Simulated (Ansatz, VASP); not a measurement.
# One calculation of ZnSe, two programs

```
CELL_PARAMETERS angstrom
4.04380 0.00000 0.00000
0.00000 4.04380 0.00000
0.00000 0.00000 5.33698
ATOMIC_POSITIONS crystal
Zn 0.00000 0.00000 0.00000
Zn 0.50000 0.50000 0.00000
Se 0.00000 0.50000 0.22316
Se 0.50000 0.00000 0.77684
```

Alike in both runs: task single point; functional LDA; k mesh 8 × 8 × 6; occupations gaussian, width 0.05 eV; no spin polarisation.

|  | VASP | Ansatz |
| --- | --- | --- |
| version | VASP 6.6.1 | Ansatz 0.2.0 |
| potentials or method | VASP PAW LDA potentials, release 64 (Zn, Se), cutoff 520 eV | scalar-relativistic, plane waves, PAW |
| valence electrons in the cell | 36 | 56 |

VASP gave:

* gap on the k mesh at the Fermi level (eV): 0.79
* least direct gap on the mesh (eV): 0.79
* pressure (GPa): 10.9
* traceless stress, the component that is largest in VASP (GPa): -0.20
* rms of the force components (eV/Å): 1.131

Question: What did Ansatz give for the same quantities?

Answer: gap on the k mesh at the Fermi level (eV): 0.78; least direct gap on the mesh (eV): 0.78; pressure (GPa): 10.4; traceless stress, the component that is largest in VASP (GPa): -0.03; rms of the force components (eV/Å): 1.092.

LDA's correlation is that of Perdew and Zunger in VASP and of Perdew and Wang (1992) in Ansatz. Atom by atom the forces differ by 0.039 eV/Å (rms over components). VASP's potentials hold 36 valence electrons a cell and Ansatz's 56, so a difference there can come from the potentials and not from the codes.
